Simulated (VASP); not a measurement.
Wanted: the native input for a VASP 6.6.1 run.

```yaml
Task: single point
Functional: PBE
Potentials_or_basis: VASP PAW PBE potentials, release 64 (V_sv)
Cutoff: 520 eV
k_mesh: 18 × 18 × 10
Occupations: fermi-dirac, width 0.1 eV
Spin: no spin polarisation
Dipole_correction: no
Further_INCAR_settings: ALGO = Normal; EDIFF = 1e-06; NBANDS = 20
```

The structure of V lies in POSCAR:

```
V
1.0
    2.5695689750      0.0000000000      0.0000000000
   -1.2847844875      2.2253120091      0.0000000000
    0.0000000000      0.0000000000      4.6076780054
V
2
Direct
    0.3333333333      0.6666666667      0.2500000000
    0.6666666667      0.3333333333      0.7500000000
```

These files were run (other wordings do the same):

INCAR

```
PREC = Accurate ; ENCUT = 520
EDIFF = 1E-6 ; ISMEAR = -1
SIGMA = 0.1 ; LREAL = F
LASPH = T ; NELM = 60
ALGO = Normal ; ISIF = 2
LWAVE = F ; LCHARG = F
GGA = PE ; NBANDS = 20
```

KPOINTS

```
regular mesh
0
Gamma
  18 18 10
```

Potentials or basis: VASP PAW PBE potentials, release 64 (V_sv).

Run with:

```sh
$ cat potpaw_PBE.64/V_sv/POTCAR > POTCAR
$ mpirun -np 1 vasp_std > vasp.out
```

Results of the run:

```
Pressure               : 10.0 GPa
Band gap on the k mesh : zero (band 13 reaches 12.07 eV, above the bottom of band 14 at 9.74 eV)
```

Wall time 38 s on 1 thread of Intel(R) Xeon(R) 6975P-C (Granite Rapids), with other jobs on the host, peak memory 0.21 GiB.
